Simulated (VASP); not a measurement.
# TeMo2 (Fm-3m) in VASP: relaxation of cell and atoms with PBE

Aim: the relaxation of cell and atoms of TeMo2 with PBE.

All numbers are computed with VASP 6.6.1; they aren't measurements. Logs are shortened: lines on timing, memory, paths and dates and some standing lists are left out, and cuts for length are marked.

### 1 The cell of the first run

It takes space group Fm-3m (No. 225, cubic). The conventional cell has a = 6.250 Å, b = 6.250 Å, c = 6.250 Å, α = 90.00°, β = 90.00°, γ = 90.00°. Te (site symmetry m-3m) has 8 Mo at 2.71 Å within 3.6 Å. Mo (site symmetry -43m) has 4 Te at 2.71 Å and 6 Mo at 3.12 Å within 3.6 Å.

### 2 Relaxation of cell and atoms, PBE

The input, INCAR:

```
SYSTEM = TeMo2
ALGO = Fast ; EDIFF = 1E-6
EDIFFG = -0.01 ; ENCUT = 600
GGA = PE ; IBRION = 2
ISIF = 3 ; ISMEAR = 0
LASPH = .TRUE. ; LCHARG = .FALSE.
LREAL = .FALSE. ; LWAVE = .FALSE.
NELM = 100 ; NSW = 100
PREC = Accurate ; SIGMA = 0.1
```

The input, KPOINTS:

```
k-points
0
G
  14 14 14
  0 0 0
```

The input, POSCAR:

```
TeMo2
1.0
    0.0000000000      3.1249896995      3.1249896995
    3.1249896995      0.0000000000      3.1249896995
    3.1249896995      3.1249896995      0.0000000000
Te Mo
1 2
Direct
    0.0000000000      0.0000000000      0.0000000000
    0.2500000000      0.2500000000      0.2500000000
    0.7500000000      0.7500000000      0.7500000000
```

Potentials or basis: VASP PAW PBE potentials, release 64 (Te, Mo_sv).

On the command line:

```
$ cat potpaw_PBE.64/Te/POTCAR potpaw_PBE.64/Mo_sv/POTCAR > POTCAR
$ mpirun -np 1 vasp_std > vasp.out
```

OUTCAR:

```text
SYSTEM = TeMo2
   EDIFF = 1E-6
   EDIFFG = -0.01
   ENCUT = 600
   GGA = PE
   IBRION = 2
   ISIF = 3
   ISMEAR = 0
   LASPH = .TRUE.
   LREAL = .FALSE.
   NELM = 100
   NSW = 100
   PREC = Accurate

 ion  position               nearest neighbor table
   1  0.000  0.000  0.000-   3 2.71   3 2.71   3 2.71   2 2.71   3 2.71   2 2.71   2 2.71   2 2.71

   2  0.250  0.250  0.250-   1 2.71   1 2.71   1 2.71   1 2.71   3 3.12   3 3.12   3 3.12   3 3.12
                             3 3.12   3 3.12
   3  0.750  0.750  0.750-   1 2.71   1 2.71   1 2.71   1 2.71   2 3.12   2 3.12   2 3.12   2 3.12
                             2 3.12   2 3.12

  LATTYP: Found a face centered cubic cell.
 ALAT       =     6.2499793990

  Lattice vectors:

 A1 = (   0.0000000000,   3.1249896995,   3.1249896995)
 A2 = (   3.1249896995,   0.0000000000,   3.1249896995)
 A3 = (   3.1249896995,   3.1249896995,   0.0000000000)

Analysis of symmetry for initial positions (statically):
=====================================================================
 Subroutine PRICEL returns:
 Original cell was already a primitive cell.

 Routine SETGRP: Setting up the symmetry group for a
 face centered cubic supercell.

 Subroutine GETGRP returns: Found 48 space group operations
 (whereof 48 operations were pure point group operations)
 out of a pool of 48 trial point group operations.

The static configuration has the point symmetry O_h .

Analysis of symmetry for dynamics (positions and initial velocities):
=====================================================================
 Subroutine PRICEL returns:
 Original cell was already a primitive cell.

 Routine SETGRP: Setting up the symmetry group for a
 face centered cubic supercell.

 Subroutine GETGRP returns: Found 48 space group operations
 (whereof 48 operations were pure point group operations)
 out of a pool of 48 trial point group operations.

The dynamic configuration has the point symmetry O_h .

 Subroutine INISYM returns: Found 48 space group operations
 (whereof 48 operations are pure point group operations),
 and found     1 'primitive' translations

----------------------------------------------------------------------------------------

                                     Primitive cell

  volume of cell :      61.0346

  direct lattice vectors                    reciprocal lattice vectors
     0.000000000  3.124989699  3.124989699    -0.160000527  0.160000527  0.160000527
     3.124989699  0.000000000  3.124989699     0.160000527 -0.160000527  0.160000527
     3.124989699  3.124989699  0.000000000     0.160000527  0.160000527 -0.160000527

  length of vectors
     4.419402815  4.419402815  4.419402815     0.277129043  0.277129043  0.277129043

  position of ions in fractional coordinates (direct lattice)
     0.000000000  0.000000000  0.000000000
     0.250000000  0.250000000  0.250000000
     0.750000000  0.750000000  0.750000000

  ion indices of the primitive-cell ions
   primitive index   ion index
                 1           1
                 2           2
                 3           3

----------------------------------------------------------------------------------------

 KPOINTS: k-points

Automatic generation of k-mesh.
 Grid dimensions read from file:
 generate k-points for:   14   14   14

 Generating k-lattice:

  Cartesian coordinates                     Fractional coordinates (reciprocal lattice)
    -0.011428609  0.011428609  0.011428609     0.071428571  0.000000000  0.000000000
     0.011428609 -0.011428609  0.011428609     0.000000000  0.071428571  0.000000000
     0.011428609  0.011428609 -0.011428609     0.000000000  0.000000000  0.071428571

  Length of vectors
     0.019794932  0.019794932  0.019794932

  Shift w.r.t. Gamma in fractional coordinates (k-lattice)
     0.000000000  0.000000000  0.000000000

 Subroutine IBZKPT returns following result:
 ===========================================

 Found    104 irreducible k-points:

 Following reciprocal coordinates:
            Coordinates               Weight
  0.000000  0.000000  0.000000      1.000000
  0.071429  0.000000  0.000000      8.000000
  0.142857  0.000000  0.000000      8.000000
  0.214286  0.000000  0.000000      8.000000
  0.285714  0.000000  0.000000      8.000000
  0.357143  0.000000  0.000000      8.000000
[... 16 lines left out ...]
  0.214286  0.142857  0.000000     24.000000
  0.285714  0.142857  0.000000     24.000000
 [... further k-points ...]
   k-points           NKPTS =    104   k-points in BZ     NKDIM =    104   number of bands    NBANDS=     21
   number of dos      NEDOS =    301   number of ions     NIONS =      3
   total plane-waves  NPLWV =  46656
   dimension x,y,z NGX =    36 NGY =   36 NGZ =   36
   dimension x,y,z NGXF=    72 NGYF=   72 NGZF=   72
   ions per type =               1   2
   NGX,Y,Z   is equivalent  to a cutoff of  13.54, 13.54, 13.54 a.u.
   NGXF,Y,Z  is equivalent  to a cutoff of  27.08, 27.08, 27.08 a.u.
 SYSTEM =  TeMo2
   PREC   = accura    normal or accurate (medium, high low for compatibility)
   ISTART =      0    job   : 0-new  1-cont  2-samecut
   ICHARG =      2    charge: 1-file 2-atom 10-const
   ISPIN  =      1    spin polarized calculation?
   LNONCOLLINEAR =      F non collinear calculations
   LSORBIT =      F    spin-orbit coupling
   LASPH  =      T    aspherical Exc in radial PAW
   ENCUT  =  600.0 eV  44.10 Ry    6.64 a.u.   8.83  8.83  8.83*2*pi/ulx,y,z
   NELM   =    100;   NELMIN=  2; NELMDL= -5     # of ELM steps
   EDIFF  = 0.1E-05   stopping-criterion for ELM
   LREAL  =      F    real-space projection
   EDIFFG = -.1E-01   stopping-criterion for IOM
   NSW    =    100    number of steps for IOM
   IBRION =      2    ionic relax: 0-MD 1-quasi-New 2-CG
   NFREE  =      1    steps in history (QN), initial steepest desc. (CG)
   ISIF   =      3    stress and relaxation
   ISYM   =      2    0-nonsym 1-usesym 2-fastsym
   POTIM  = 0.5000    time-step for ionic-motion
   TEBEG  =    0.0;   TEEND  =   0.0 temperature during run
   PSTRESS=    0.0 pullay stress
   NELECT =      34.0000    total number of electrons
   NUPDOWN=      -1.0000    fix difference up-down
   EMIN   =  10.00;   EMAX   =-10.00  energy-range for DOS
   EFERMI =   0.00;   METHOD = LEGACY
   ISMEAR =     0;   SIGMA  =   0.10  broadening in eV -4-tet -1-fermi 0-gaus
   EFERMI_NEDOS =   21; number of points for ismear=-14 and -15
   IALGO  =     68    algorithm
   IMIX   =      4    mixing-type and parameters
     AMIX     =   0.40;   BMIX     =  1.00
     AMIX_MAG =   1.60;   BMIX_MAG =  1.00
  volume/ion in A,a.u.               =      20.34       137.29
  Fermi-wavevector in a.u.,A,eV,Ry     =   1.347026  2.545509 24.687475  1.814478
  Thomas-Fermi vector in A             =   2.474810
   LORBIT       =      0    0 simple, 1 ext, 2 COOP (PROOUT), +10 PAW based schemes
   GGA     = PE    functional components
   LHFCALC =     F    Hartree Fock is set to
   AEXX    =    0.0000 exact exchange contribution
   IVDW    =     0    specifies the selected vdW correction
   LEPSILON=     F    determine dielectric tensor
   LRPA    =     F    only Hartree local field effects (RPA)
 conjugate gradient relaxation of ions
 non-spin polarized calculation
 RMM-DIIS sequential band-by-band and
 Gauss-broadening in eV      SIGMA  =   0.10
  energy-cutoff  :      600.00
  volume of cell :       61.03
 maximum number of plane-waves:      2085
   NGX = 17   NGY = 17   NGZ = 17

--------------------------------------- Ionic step        1  -------------------------------------------

 number of electron      33.9999999 magnetization

 Free energy of the ion-electron system (eV)
  ---------------------------------------------------
  ext. energy  EPLUGINS =         0.00000000
  ---------------------------------------------------
  free energy    TOTEN  =       -22.09246492 eV

  energy without entropy =      -22.06903562  energy(sigma->0) =      -22.08075027

------------------------ aborting loop because EDIFF is reached ----------------------------------------

  FORCE on cell =-STRESS in cart. coord.  units (eV):
  Direction    XX          YY          ZZ          XY          YZ          ZX
  --------------------------------------------------------------------------------------
  -------------------------------------------------------------------------------------
  Total       -0.4002675     -0.4002675     -0.4002675      0.0000000      0.0000000      0.0000000
  in kB      -10.5071547    -10.5071547    -10.5071547      0.0000000      0.0000000      0.0000000
  external PRESSURE =     -10.5071547 kB  Pullay stress =       0.0000000 kB
[... 59 lines left out ...]
  energy  without entropy=      -22.0663265645  energy(sigma->0) =      -22.07776635

--------------------------------------- Ionic step        3  -------------------------------------------

 number of electron      33.9999999 magnetization

 Free energy of the ion-electron system (eV)
  ---------------------------------------------------
  ext. energy  EPLUGINS =         0.00000000
  ---------------------------------------------------
  free energy    TOTEN  =       -22.09387068 eV

  energy without entropy =      -22.07063816  energy(sigma->0) =      -22.08225442

 E-fermi :  10.3613     XC(G=0): -11.6306

 val. band max:       10.3543290187   @ k =  -0.2857   0.2857   0.0714
 cond. band min:      10.3668505136   @ k =  -0.3571   0.0714   0.0000
 fundamental gap:      0.0125214949
 Fermi energy:        10.3613338578

 k-point     1 :       0.0000    0.0000    0.0000
  band No.  band energies     occupation
      1     -50.4102      2.00000
      2     -50.3385      2.00000
      3     -24.6289      2.00000
      4     -24.6289      2.00000
      5     -24.6289      2.00000
      6     -24.4096      2.00000
[... 550 lines left out ...]
      5     -24.5298      2.00000
      6     -24.5271      2.00000
[... 13 lines left out ...]
     20      12.2967      0.00000
     21      12.6411      0.00000

 [... further k-points ...]

------------------------ aborting loop because EDIFF is reached ----------------------------------------

  FORCE on cell =-STRESS in cart. coord.  units (eV):
  Direction    XX          YY          ZZ          XY          YZ          ZX
  --------------------------------------------------------------------------------------
  -------------------------------------------------------------------------------------
  Total       -0.0108508     -0.0108508     -0.0108508     -0.0000000     -0.0000000      0.0000000
  in kB       -0.2867955     -0.2867955     -0.2867955     -0.0000000     -0.0000000      0.0000000
  external PRESSURE =      -0.2867955 kB  Pullay stress =       0.0000000 kB
[... 18 lines left out ...]
  FREE ENERGIE OF THE ION-ELECTRON SYSTEM (eV)
  ---------------------------------------------------
  free  energy   TOTEN  =       -22.0938706786 eV

  energy  without entropy=      -22.0706381638  energy(sigma->0) =      -22.08225442

 reached required accuracy - stopping structural energy minimisation
```

Run time: 6.5 min. Hardware: 1 thread of Intel Xeon Platinum 8488C (Sapphire Rapids), shared host; peak memory 0.33 GiB.

Results:

- Free energy: -22.0939 eV
- Relaxed volume: 20.21 Å³/atom
- Relaxed cell: a = 4.409 Å, b = 4.409 Å, c = 4.409 Å, α = 60.00°, β = 60.00°, γ = 60.00°
- Space group after relaxing (to 0.1 Å): Fm-3m (No. 225)
- Energy gained by relaxing: 0.5 meV/atom
- Ionic steps: 3
- Pressure after relaxing: 0.0 GPa
- Band gap on the k mesh: zero (bands 17 and 18 overlap by 1.71 eV)

Step by step:
| step | energy change (eV) | largest force (eV/Å) | pressure (GPa) | volume (Å³) |
| --- | --- | --- | --- | --- |
| 1 | 0.0000 | 0.0000 | -1.05 | 61.03 |
| 2 | 0.0033 | 0.0000 | 2.00 | 59.86 |
| 3 | -0.0014 | 0.0000 | -0.03 | 60.62 |

Final structure:
```
Te Mo
1.0
     0.00000    3.11786    3.11786
     3.11786    0.00000    3.11786
     3.11786    3.11786    0.00000
Te Mo
1 2
Direct
  0.00000 0.00000 0.00000
  0.25000 0.25000 0.25000
  0.75000 0.75000 0.75000
```

Caveat: spin-orbit coupling is left out, which moves the levels of the heavy elements.
